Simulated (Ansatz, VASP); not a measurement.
# La2MgSe4: VASP beside Ansatz

File POSCAR:

```
La2MgSe4
1.0
    0.0000000000      6.0762400000      6.0762400000
    6.0762400000      0.0000000000      6.0762400000
    6.0762400000      6.0762400000      0.0000000000
La Mg Se
4 2 8
Direct
    0.1250000000      0.6250000000      0.1250000000
    0.1250000000      0.1250000000      0.6250000000
    0.6250000000      0.1250000000      0.1250000000
    0.1250000000      0.1250000000      0.1250000000
    0.5000000000      0.5000000000      0.5000000000
    0.7500000000      0.7500000000      0.7500000000
    0.8768210000      0.8768210000      0.8768210000
    0.3695370000      0.8768210000      0.8768210000
    0.8768210000      0.3695370000      0.8768210000
    0.8768210000      0.8768210000      0.3695370000
    0.3731790000      0.3731790000      0.8804630000
    0.3731790000      0.8804630000      0.3731790000
    0.8804630000      0.3731790000      0.3731790000
    0.3731790000      0.3731790000      0.3731790000
```

File INCAR.step1:

```
SYSTEM = La2MgSe4
PREC = Accurate
ENCUT = 520
ISMEAR = -1
SIGMA = 0.02
LREAL = .False.
LASPH = .True.
NELM = 100
NBANDS = 61
GGA = PE
ALGO = Normal
EDIFF = 1E-4
LWAVE = .True.
LCHARG = .False.
```

File INCAR.step2:

```
SYSTEM = La2MgSe4
PREC = Accurate
ENCUT = 520
EDIFF = 1E-8
ISMEAR = -1
SIGMA = 0.02
LREAL = .False.
LASPH = .True.
NELM = 100
ALGO = Normal
ISIF = 2
LWAVE = .False.
LCHARG = .False.
METAGGA = R2SCAN
LMIXTAU = .True.
LEFG = .True.
NBANDS = 61
ISTART = 1
```

Contents of KPOINTS:

```
regular mesh
0
Gamma
  4 4 4
  0 0 0
```

Input for Ansatz:

```yaml
crystal:
  lattice:
    - [0.0, 6.07624, 6.07624]
    - [6.07624, 0.0, 6.07624]
    - [6.07624, 6.07624, 0.0]
  atoms:
    - { symbol: La, position: [0.125, 0.625, 0.125] }
    - { symbol: La, position: [0.125, 0.125, 0.625] }
    - { symbol: La, position: [0.625, 0.125, 0.125] }
    - { symbol: La, position: [0.125, 0.125, 0.125] }
    - { symbol: Mg, position: [0.5, 0.5, 0.5] }
    - { symbol: Mg, position: [0.75, 0.75, 0.75] }
    - { symbol: Se, position: [0.876821, 0.876821, 0.876821] }
    - { symbol: Se, position: [0.369537, 0.876821, 0.876821] }
    - { symbol: Se, position: [0.876821, 0.369537, 0.876821] }
    - { symbol: Se, position: [0.876821, 0.876821, 0.369537] }
    - { symbol: Se, position: [0.373179, 0.373179, 0.880463] }
    - { symbol: Se, position: [0.373179, 0.880463, 0.373179] }
    - { symbol: Se, position: [0.880463, 0.373179, 0.373179] }
    - { symbol: Se, position: [0.373179, 0.373179, 0.373179] }
kpoints:
  mp_grid: { grid: [4, 4, 4] }
scf:
  occupations: { method: fermi_dirac, width: 0.02 }
hamiltonian:
  xc: r2scan
  pseudopotentials: { kind: paw }
output:
  forces: true
  stress: true
  populations: true
  efg:
    quadrupole_moments_barn: { La: 0.206, Mg: 0.1994 }
    contact_densities: true
```

Alike in both runs: task electric field gradients; functional r2SCAN; k mesh 4 × 4 × 4; occupations fermi-dirac, width 0.02 eV; no spin polarisation.

|  | VASP | Ansatz |
| --- | --- | --- |
| version | VASP 6.6.1 | Ansatz 0.2.0 |
| potentials or method | VASP PAW PBE potentials, release 64 (La, Mg, Se) | plane-wave PAW, scalar-relativistic |
| plane-wave cutoff (eV) | 520 | 500 |
| valence electrons in the cell | 96 | 192 |

```tsv
	VASP	Ansatz	Ansatz less VASP
gap on the k mesh at the Fermi level (eV)	1.76	1.77	+0.011
pressure (GPa)	-0.5	-0.4	+0.14
rms of the force components (eV/Å)	0.025	0.023	-0.0020
size of Vzz on the site where it differs most (V/Å²)	86.5	89.3	+2.84
```

VASP's potentials were made for PBE, not for r2SCAN. Atom by atom the forces differ by 0.002 eV/Å (rms over components). VASP's potentials hold 96 valence electrons a cell and Ansatz's 192, so a difference there can come from the potentials and not from the codes.

Spin-orbit coupling is off throughout.
